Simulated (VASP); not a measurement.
# Ni in VASP: a series of runs, part 2 of 2

VASP 6.6.1. The steps go on from the part before.

**4. Single point, PBEsol, collinear spin, ferromagnetic start (strain -0.080 along x and y, +0.000 along z)**

INCAR

```
PREC = Accurate ; ENCUT = 520
EDIFF = 1E-7 ; ISMEAR = 0
SIGMA = 0.15 ; LREAL = False
LASPH = True ; NELM = 150
ALGO = Normal ; ISIF = 2
LWAVE = False ; LCHARG = True
ISPIN = 2 ; MAGMOM = 0.81
LORBIT = 11 ; LMAXMIX = 4
GGA = PS ; LELF = True
LVHAR = True ; NBANDS = 15
```

KPOINTS

```
regular mesh
0
Gamma
  22 22 22
```

POSCAR

```
Ni
1.0
    0.0000000000      1.6265140000      1.7679500000
    1.6265140000      0.0000000000      1.7679500000
    1.6265140000      1.6265140000      0.0000000000
Ni
1
Direct
    0.0000000000      0.0000000000      0.0000000000
```

Potentials or basis: VASP PAW PBE potentials, release 64 (Ni).

Run with:

```bash
$ cat potpaw_PBE.64/Ni/POTCAR > POTCAR
$ mpirun -np 1 vasp_std > vasp.out
```

OUTCAR:

```text
PREC = Accurate
   ENCUT = 520
   EDIFF = 1E-7
   ISMEAR = 0
   LREAL = False
   LASPH = True
   NELM = 150
   ISIF = 2
   ISPIN = 2
   LORBIT = 11
   GGA = PS

 ion  position               nearest neighbor table
   1  0.000  0.000  0.000-

  LATTYP: Found a body centered tetragonal cell.
 ALAT       =     2.3002381582
 C/A-ratio  =     1.5371886548

  Lattice vectors:

 A1 = (  -1.6265140000,   0.0000000000,   1.7679500000)
 A2 = (   1.6265140000,   0.0000000000,   1.7679500000)
 A3 = (   0.0000000000,   1.6265140000,  -1.7679500000)

Analysis of symmetry for initial positions (statically):
=====================================================================
 Subroutine PRICEL returns:
 Original cell was already a primitive cell.

 Routine SETGRP: Setting up the symmetry group for a
 body centered tetragonal supercell.

 Subroutine GETGRP returns: Found 16 space group operations
 (whereof 16 operations were pure point group operations)
 out of a pool of 16 trial point group operations.

The static configuration has the point symmetry D_4h.

Analysis of symmetry for dynamics (positions and initial velocities):
=====================================================================
 Subroutine PRICEL returns:
 Original cell was already a primitive cell.

 Routine SETGRP: Setting up the symmetry group for a
 body centered tetragonal supercell.

 Subroutine GETGRP returns: Found 16 space group operations
 (whereof 16 operations were pure point group operations)
 out of a pool of 16 trial point group operations.

The dynamic configuration has the point symmetry D_4h.

Analysis of structural, dynamic, and magnetic symmetry:
=====================================================================
 Subroutine PRICEL returns:
 Original cell was already a primitive cell.

 Routine SETGRP: Setting up the symmetry group for a
 body centered tetragonal supercell.

 Subroutine GETGRP returns: Found 16 space group operations
 (whereof 16 operations were pure point group operations)
 out of a pool of 16 trial point group operations.

The overall configuration has the point symmetry D_4h.

 Subroutine INISYM returns: Found 16 space group operations
 (whereof 16 operations are pure point group operations),
 and found     1 'primitive' translations

----------------------------------------------------------------------------------------

                                     Primitive cell

  volume of cell :       9.3544

  direct lattice vectors                    reciprocal lattice vectors
     0.000000000  1.626514000  1.767950000    -0.307405900  0.307405900  0.282813428
     1.626514000  0.000000000  1.767950000     0.307405900 -0.307405900  0.282813428
     1.626514000  1.626514000  0.000000000     0.307405900  0.307405900 -0.282813428

  length of vectors
     2.402331158  2.402331158  2.300238158     0.518633020  0.518633020  0.518633020

  position of ions in fractional coordinates (direct lattice)
     0.000000000  0.000000000  0.000000000

  ion indices of the primitive-cell ions
   primitive index   ion index
                 1           1

----------------------------------------------------------------------------------------

 KPOINTS: regular mesh

Automatic generation of k-mesh.
 Grid dimensions read from file:
[... 68 lines left out ...]
   NSW    =      0    number of steps for IOM
   IBRION =     -1    ionic relax: 0-MD 1-quasi-New 2-CG
   NFREE  =      0    steps in history (QN), initial steepest desc. (CG)
   ISIF   =      2    stress and relaxation
   ISYM   =      2    0-nonsym 1-usesym 2-fastsym
   POTIM  = 0.5000    time-step for ionic-motion
   TEBEG  =    0.0;   TEEND  =   0.0 temperature during run
   PSTRESS=    0.0 pullay stress
   NELECT =      10.0000    total number of electrons
   NUPDOWN=      -1.0000    fix difference up-down
   EMIN   =  10.00;   EMAX   =-10.00  energy-range for DOS
   EFERMI =   0.00;   METHOD = LEGACY
   ISMEAR =     0;   SIGMA  =   0.15  broadening in eV -4-tet -1-fermi 0-gaus
   EFERMI_NEDOS =   21; number of points for ismear=-14 and -15
   IALGO  =     38    algorithm
   IMIX   =      4    mixing-type and parameters
     AMIX     =   0.40;   BMIX     =  1.00
     AMIX_MAG =   1.60;   BMIX_MAG =  1.00
  volume/ion in A,a.u.               =       9.35        63.13
  Fermi-wavevector in a.u.,A,eV,Ry     =   1.673926  3.163262 38.123917  2.802029
  Thomas-Fermi vector in A             =   2.758812
   LORBIT       =     11    0 simple, 1 ext, 2 COOP (PROOUT), +10 PAW based schemes
   GGA     = PS    functional components
   LHFCALC =     F    Hartree Fock is set to
   AEXX    =    0.0000 exact exchange contribution
   IVDW    =     0    specifies the selected vdW correction
   LEPSILON=     F    determine dielectric tensor
   LRPA    =     F    only Hartree local field effects (RPA)
 spin polarized calculation
 Gauss-broadening in eV      SIGMA  =   0.15
  energy-cutoff  :      520.00
  volume of cell :        9.35
 maximum number of plane-waves:       267
 NGX is ok and might be reduce to    18
   NGX =  9   NGY =  9   NGZ =  9

 number of electron      10.0000006 magnetization       0.5709673

 Free energy of the ion-electron system (eV)
  ---------------------------------------------------
  ext. energy  EPLUGINS =         0.00000000
  ---------------------------------------------------
  free energy    TOTEN  =        -6.02934310 eV

  energy without entropy =       -6.01102109  energy(sigma->0) =       -6.02018210

 E-fermi :  11.4852     XC(G=0): -14.3558

 val. band max:       11.4851071200   @ k =   0.3636   0.1818   0.0000
 cond. band min:      11.4864953665   @ k =  -0.0455   0.4091   0.3636
 fundamental gap:      0.0013882465
 Fermi energy:        11.4851973488

 spin component 1

 k-point     1 :       0.0000    0.0000    0.0000
  band No.  band energies     occupation
      1       1.3361      1.00000
      2       8.2632      1.00000
      3       8.9306      1.00000
      4       8.9306      1.00000
      5       9.7418      1.00000
      6      10.4561      1.00000
      7      36.6122      0.00000
      8      40.4910      0.00000
      9      42.0535      0.00000
     10      42.0535      0.00000
     11      44.9645      0.00000
     12      44.9645      0.00000
     13      45.6878      0.00000
     14      47.1621      0.00000
[... 403 lines left out ...]
      4      10.2196      1.00000
      5      10.8377      1.00000
      6      11.7253      0.01178
      7      18.5793      0.00000
      8      33.2461      0.00000
      9      38.0442      0.00000
     10      40.1652      0.00000
     11      41.4113      0.00000
     12      43.4716      0.00000
     13      49.4904      0.00000
     14      57.0152      0.00000
     15      60.9715      0.00000

 [... further k-points ...]

 spin component 2

 k-point     1 :       0.0000    0.0000    0.0000
  band No.  band energies     occupation
      1       1.3399      1.00000
      2       8.9172      1.00000
      3       9.5869      1.00000
      4       9.5869      1.00000
      5      10.2998      1.00000
      6      11.0204      0.99999
      7      36.5331      0.00000
      8      40.4469      0.00000
      9      42.0732      0.00000
     10      42.0732      0.00000
     11      45.0762      0.00000
     12      45.0762      0.00000
     13      45.8536      0.00000
     14      47.1031      0.00000
[... 403 lines left out ...]
      4      10.4392      1.00000
      5      11.5190      0.37496
      6      12.2014      0.00000
      7      18.9640      0.00000
      8      33.2477      0.00000
      9      38.0826      0.00000
     10      40.2518      0.00000
     11      41.5022      0.00000
     12      43.5450      0.00000
     13      49.6790      0.00000
     14      58.2552      0.00000
     15      61.0986      0.00000

 [... further k-points ...]
[... 5 lines left out ...]
  --------------------------------------------------------------------------------------
  -------------------------------------------------------------------------------------
  Total        2.1613748      2.1613748      1.1496124      0.0000000      0.0000000      0.0000000
  in kB      370.1903466    370.1903466    196.9003264      0.0000000      0.0000000      0.0000000
  external PRESSURE =     312.4270066 kB  Pullay stress =       0.0000000 kB

 VOLUME and BASIS-vectors are now :
 -----------------------------------------------------------------------------
  energy-cutoff  :      520.00
  volume of cell :        9.35
      direct lattice vectors                 reciprocal lattice vectors
     0.000000000  1.626514000  1.767950000    -0.307405900  0.307405900  0.282813428
     1.626514000  0.000000000  1.767950000     0.307405900 -0.307405900  0.282813428
     1.626514000  1.626514000  0.000000000     0.307405900  0.307405900 -0.282813428

 POSITION                                       TOTAL-FORCE (eV/Angst)
 -----------------------------------------------------------------------------------
      0.00000      0.00000      0.00000         0.000000     -0.000000      0.000000
 -----------------------------------------------------------------------------------
    total drift:                               -0.000000     -0.000000     -0.000000

  FREE ENERGIE OF THE ION-ELECTRON SYSTEM (eV)
  ---------------------------------------------------
  free  energy   TOTEN  =        -6.0293430994 eV

  energy  without entropy=       -6.0110210937  energy(sigma->0) =       -6.02018210

 total charge

# of ion       s       p       d       tot
------------------------------------------
    1        0.572   0.654   8.407   9.632

 magnetization (x)

# of ion       s       p       d       tot
------------------------------------------
    1       -0.006  -0.023   0.596   0.568
```

OSZICAR:

```text
N       E                     dE             d eps       ncg     rms          rms(c)
DAV:   1     0.321289803059E+02    0.32129E+02   -0.41598E+03 53844   0.890E+02
DAV:   2    -0.589070856540E+01   -0.38020E+02   -0.35439E+02 56417   0.167E+02
DAV:   3    -0.718807032581E+01   -0.12974E+01   -0.12863E+01 61814   0.302E+01
DAV:   4    -0.719397145272E+01   -0.59011E-02   -0.59004E-02 62469   0.196E+00
DAV:   5    -0.719401307035E+01   -0.41618E-04   -0.41617E-04 62994   0.148E-01    0.124E+01
DAV:   6    -0.626156310718E+01    0.93245E+00   -0.11616E+01 70879   0.395E+01    0.497E+00
DAV:   7    -0.605469118605E+01    0.20687E+00   -0.14632E+00 62230   0.127E+01    0.250E+00
DAV:   8    -0.603172738126E+01    0.22964E-01   -0.27179E-02 73012   0.117E+00    0.966E-01
DAV:   9    -0.602978319887E+01    0.19442E-02   -0.97938E-04 81494   0.184E-01    0.274E-01
DAV:  10    -0.602935901135E+01    0.42419E-03   -0.21889E-04 81474   0.748E-02    0.507E-02
DAV:  11    -0.602934232926E+01    0.16682E-04   -0.45666E-05 74603   0.521E-02    0.262E-02
DAV:  12    -0.602934335053E+01   -0.10213E-05   -0.95448E-07 58689   0.944E-03    0.101E-02
DAV:  13    -0.602934317492E+01    0.17561E-06   -0.18248E-07 63272   0.378E-03    0.332E-03
DAV:  14    -0.602934309937E+01    0.75553E-07   -0.36942E-08 43367   0.225E-03
   1 F= -.60293431E+01 E0= -.60201821E+01  d E =-.183220E-01  mag=     0.5709
```

Run time: 2.9 min. Hardware: 1 thread of Intel Xeon 6975P-C, shared host; peak memory 0.28 GiB.

What came out:

```yaml
Free_energy: -6.0293 eV
Pressure: 31.2 GPa
Net_moment: 0.57 μB per cell
Site_moments: Ni +0.57 μB
Valence_electrons_inside_the_program's_atomic_spheres: Ni 9.63
```

Levels at points of the mesh, in eV from the Fermi level:
Spin up:
```csv
k point,band 2,band 3,band 4,band 5,band 6,band 7,band 8,band 9
"(0.00, 0.00, 0.00)",-3.22,-2.55,-2.55,-1.74,-1.03,25.13,29.01,30.57
"(0.50, 0.00, 0.00)",-3.13,-2.48,-0.61,-0.59,-0.39,6.89,22.52,26.95
"(0.50, 0.50, 0.00)",-4.99,-0.41,-0.34,-0.34,1.14,9.12,17.80,17.80
"(0.50, 0.00, 0.50)",-5.02,-0.54,-0.51,-0.07,3.28,11.45,15.48,15.71
```
Spin down:
```
           k point  band 3  band 4  band 5  band 6  band 7  band 8
(0.00, 0.00, 0.00)   -1.90   -1.90   -1.19   -0.46   25.05   28.96
(0.50, 0.00, 0.00)   -1.92   -0.60    0.07    0.30    7.29   22.48
(0.50, 0.50, 0.00)    0.18    0.42    0.42    1.14    9.42   17.84
(0.50, 0.00, 0.50)    0.08    0.21    0.71    3.30   11.70   15.50
```

Caveat: the cell differs from its parent crystal (strain -0.080 along x and y, +0.000 along z); the PAW data sets were made with another functional, which shifts forces and pressure a little.

**5. Overview**

```csv
cell,gap on the mesh (eV),pressure (GPa),moment (μB)
"a = 2.700 Å, angles 60.0°, 1 atom",none,-32.5,0.70
"a = 2.351, b = 2.351, c = 2.300 Å, angles 60.7, 60.7, 58.6°, 1 atom",none,46.8,0.56
"a = 2.402, b = 2.402, c = 2.300 Å, angles 61.4, 61.4, 57.2°, 1 atom",none,31.2,0.57
```

Alike in all rows: task single point; level PBEsol; potentials or basis VASP PAW PBE potentials, release 64 (Ni); spin collinear, ferromagnetic start; k mesh 22 × 22 × 22; cutoff (eV) 520; smearing gaussian 0.15 eV.

Caveats: the PAW data sets were made with another functional, which shifts forces and pressure a little.

Absolute energies hang on the potentials; compare differences alone.
